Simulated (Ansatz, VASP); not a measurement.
# Two plane-wave programs on Zn

The input INCAR:

```
SYSTEM = Zn
  ALGO = Normal
  EDIFF = 1E-6
  ENCUT = 520
  GGA = PS
  ISIF = 2
  ISMEAR = 0
  LASPH = .TRUE.
  LCHARG = .FALSE.
  LREAL = .FALSE.
  LWAVE = .FALSE.
  NBANDS = 12
  NELM = 60
  PREC = Accurate
  SIGMA = 0.15
```

File KPOINTS:

```
k-points
0
G
  24 24 24
  0 0 0
```

The input POSCAR:

```
Zn
1.0
   -0.8302303281      1.6604606563      1.6604606563
    1.6604606563     -0.8302303281      1.6604606563
    1.6604606563      1.6604606563     -0.8302303281
Zn
1
Direct
    0.0000000000      0.0000000000      0.0000000000
```

Input for Ansatz:

```yaml
crystal:
  lattice:
    - [-0.8302303281, 1.6604606563, 1.6604606563]
    - [1.6604606563, -0.8302303281, 1.6604606563]
    - [1.6604606563, 1.6604606563, -0.8302303281]
  atoms:
    - { symbol: Zn, position: [0.0, 0.0, 0.0] }
basis:
  ecutwfc: 420
kpoints:
  mp_grid: { grid: [24, 24, 24] }
hamiltonian:
  xc: pbesol
scf:
  occupations: { method: gaussian, width: 0.15 }
output:
  forces: true
  stress: true
  eigenvalues: true
```

Alike in both runs: task single point; functional PBEsol; k mesh 24 × 24 × 24; occupations gaussian, width 0.15 eV; no spin polarisation.

|  | VASP | Ansatz |
| --- | --- | --- |
| version | VASP 6.6.1 | Ansatz 0.2.0 |
| potentials or method | VASP PAW PBE potentials, release 64 (Zn), cutoff 520 eV | scalar-relativistic, plane waves, PAW |
| valence electrons in the cell | 12 | 12 |

```csv
,VASP,Ansatz,Ansatz less VASP
gap on the k mesh at the Fermi level (eV),none,none,-
pressure (GPa),7.3,6.7,-0.58
```

VASP's potentials were made for PBE, not for PBEsol. A gap of «none» marks a metal or a gap that the smearing closes.
